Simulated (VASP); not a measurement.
**WC: elastic constants with PBEsol**

WC:

```xyz
2
Lattice="2.8996 0.0000 0.0000 -1.4498 2.5111 0.0000 0.0000 0.0000 2.8268" Properties=species:S:1:pos:R:3 pbc="T T T"
W     0.0000    0.0000    0.0000
C     1.4498    0.8370    1.4134
```

| Property | Result |
| --- | --- |
| Program | VASP 6.6.1 |
| Task | elastic constants |
| Functional | PBEsol |
| Potentials or basis | VASP PAW PBE potentials, release 64 (W_sv, C) |
| Cutoff | 600 eV |
| k mesh | 18 × 18 × 14 |
| Occupations | fermi-dirac, width 0.15 eV |
| Spin | no spin polarisation |
| Dipole correction | no |
| Ions in elastic constants | relaxed |
| Further INCAR settings | ALGO = Normal; EDIFF = 1e-08; IBRION = 6; POTIM = 0.015; NSW = 1; ISIF = 3 |

```yaml
Voigt_bulk_modulus: 414 GPa
Highest_phonon_frequency_at_Γ: 624 cm⁻¹
```

Phonon frequencies in cm⁻¹ (negative: imaginary):
| q point | frequencies |
| --- | --- |
| (0.000, 0.000, 0.000) | 0 0 0 593 624 624 |

Elastic tensor in Voigt notation (GPa, in the Cartesian axes of the cell as first typed):
```
741 245 190   0   0   0
245 741 190   0   0   0
190 190 995   0   0   0
  0   0   0 320   0   0
  0   0   0   0 320   0
  0   0   0   0   0 248
```

Clamped-ion elastic tensor (GPa):
```
756 230 190   0   0   0
230 756 190   0   0   0
190 190 995   0   0   0
  0   0   0 320   0   0
  0   0   0   0 320   0
  0   0   0   0   0 263
```

Wall time 36 min on 1 thread of Oxide Virtual Turin-like Processor, with other jobs on the host, peak memory 0.81 GiB.

Caveat: the cell is under stress, which shifts elastic constants; the PAW data sets were made with another functional, which shifts forces and pressure a little.
